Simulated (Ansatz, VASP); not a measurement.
One calculation of Si3Sn, two programs

```
CELL_PARAMETERS angstrom
3.97909 0.00000 0.00000
0.00000 3.97909 0.00000
0.00000 0.00000 5.74862
ATOMIC_POSITIONS crystal
Si 0.50000 0.00000 0.77494
Si 0.50000 0.50000 0.00000
Si 0.00000 0.50000 0.22506
Sn 0.00000 0.00000 0.50000
```

Change from the starting cell: biaxial_xy strain -1.4%.

Alike in both runs: task single point; functional HSE06; k mesh 4 × 4 × 4; occupations fermi-dirac, width 0.02 eV; no spin polarisation.

|  | VASP | Ansatz |
| --- | --- | --- |
| version | VASP 6.6.1 | Ansatz 0.2.0 |
| potentials or method | VASP PAW PBE potentials, release 64 (Si, Sn_d) | plane waves, PAW |
| plane-wave cutoff (eV) | 520 | 420 |
| valence electrons in the cell | 26 | 26 |

VASP gave:

```
pressure (GPa)                                                : 2.0
traceless stress, the component that is largest in VASP (GPa) : -1.45
```

**Question.** What did Ansatz give for the same quantities?

**Answer.** Pressure (GPa): 2.3; traceless stress, the component that is largest in VASP (GPa): -1.46.

Ansatz's warnings: stress exchange threshold loose, stress scf threshold loose.
